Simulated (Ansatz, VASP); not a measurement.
**Se in VASP and in Ansatz**

The input INCAR:

```
SYSTEM = Se
ALGO     = Normal         ! electronic algorithm
EDIFF    = 1E-7           ! SCF threshold, eV
ENCUT    = 520            ! plane-wave cutoff, eV
GGA      = PE             ! functional
ISIF     = 2              ! what is computed and relaxed
ISMEAR   = -1             ! smearing method
LASPH    = .True.         ! aspherical terms in the spheres
LCHARG   = .False.        ! write CHGCAR
LREAL    = .False.        ! projectors in reciprocal space
LWAVE    = .False.        ! write WAVECAR
NBANDS   = 13             ! bands
NELM     = 60             ! most SCF steps
PREC     = Accurate       ! precision mode
SIGMA    = 0.051703999572871064 ! smearing width, eV
```

KPOINTS

```
k-points
0
Gamma
  6 6 6
  0 0 0
```

POSCAR

```
Se
1.0
    0.0000000000      3.1255665700      3.1255665700
    3.1255665700      0.0000000000      3.1255665700
    3.1255665700      3.1255665700      0.0000000000
Se
2
Direct
    0.5000000000      0.5000000000      0.5000000000
    0.7500000000      0.7500000000      0.7500000000
```

Input for Ansatz:

```yaml
crystal:
  lattice:
    - [0.0, 3.12556657, 3.12556657]
    - [3.12556657, 0.0, 3.12556657]
    - [3.12556657, 3.12556657, 0.0]
  atoms:
    - { symbol: Se, position: [0.5, 0.5, 0.5] }
    - { symbol: Se, position: [0.75, 0.75, 0.75] }
basis:
  ecutwfc: 420
  xc_grid: 2
kpoints:
  mp_grid: { grid: [6, 6, 6] }
hamiltonian:
  xc: pbe
scf:
  occupations: { method: fermi_dirac, width: "600 K" }
  max_iter: 98
output:
  forces: false
  stress: true
  eigenvalues: true
```

Alike in both runs: task single point; functional PBE; k mesh 6 × 6 × 6; no spin polarisation.

```csv
,VASP,Ansatz
version,VASP 6.6.1,Ansatz 0.2.0
potentials or method,"VASP PAW PBE potentials, release 64 (Se), cutoff 520 eV","scalar-relativistic, plane waves, PAW"
occupations,"fermi-dirac, width 0.051704 eV",fermi-dirac
valence electrons in the cell,12,32
```

```tsv
	VASP	Ansatz	Ansatz less VASP
gap on the k mesh at the Fermi level (eV)	none	none	-
pressure (GPa)	1.6	1.6	-0.02
```

A gap of «none» marks a metal or a gap that the smearing closes. VASP's potentials hold 12 valence electrons a cell and Ansatz's 32, so a difference there can come from the potentials and not from the codes.
